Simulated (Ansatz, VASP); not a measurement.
# Two plane-wave programs on RbBr

File INCAR:

```
SYSTEM = RbBr
  PREC = Accurate
  ENCUT = 520
  EDIFF = 1E-8
  ISMEAR = -1
  SIGMA = 0.03
  LREAL = .False.
  LASPH = .True.
  NELM = 100
  ALGO = Normal
  ISIF = 2
  LWAVE = .False.
  LCHARG = .False.
  GGA = PE
  LEFG = .True.
  NBANDS = 15
```

The input KPOINTS:

```
regular mesh
0
Gamma
  7 7 7
  0 0 0
```

Contents of POSCAR:

```
RbBr
1.0
    0.0000000000      3.4501993370      3.4501993370
    3.4501993370      0.0000000000      3.4501993370
    3.4501993370      3.4501993370      0.0000000000
Rb Br
1 1
Direct
    0.0000000000      0.0000000000      0.0000000000
    0.5000000000      0.5000000000      0.5000000000
```

Input for Ansatz:

```yaml
crystal:
  lattice:
    - [0.0, 3.450199337, 3.450199337]
    - [3.450199337, 0.0, 3.450199337]
    - [3.450199337, 3.450199337, 0.0]
  atoms:
    - { symbol: Rb, position: [0.0, 0.0, 0.0] }
    - { symbol: Br, position: [0.5, 0.5, 0.5] }
kpoints:
  mp_grid: { grid: [7, 7, 7] }
scf:
  occupations: { method: fermi_dirac, width: 0.03 }
hamiltonian:
  xc: pbe
  pseudopotentials: { kind: paw }
output:
  forces: true
  stress: true
  eigenvalues: true
  efg: { contact_densities: true }
```

Change from the starting cell: volume scaled by 1.02, PAW files.

Alike in both runs: task electric field gradients; functional PBE; k mesh 7 × 7 × 7; occupations fermi-dirac, width 0.03 eV; no spin polarisation.

|  | VASP | Ansatz |
| --- | --- | --- |
| version | VASP 6.6.1 | Ansatz 0.2.0 |
| potentials or method | VASP PAW PBE potentials, release 64 (Rb_sv, Br) | PAW with Ansatz's default frozen-core files, scalar-relativistic |
| plane-wave cutoff (eV) | 520 | 420 |
| valence electrons in the cell | 16 | 16 |

|  | VASP | Ansatz | Ansatz less VASP |
| --- | --- | --- | --- |
| gap on the k mesh at the Fermi level (eV) | 4.31 | 4.31 | +0.002 |
| pressure (GPa) | 0.7 | 0.7 | -0.03 |
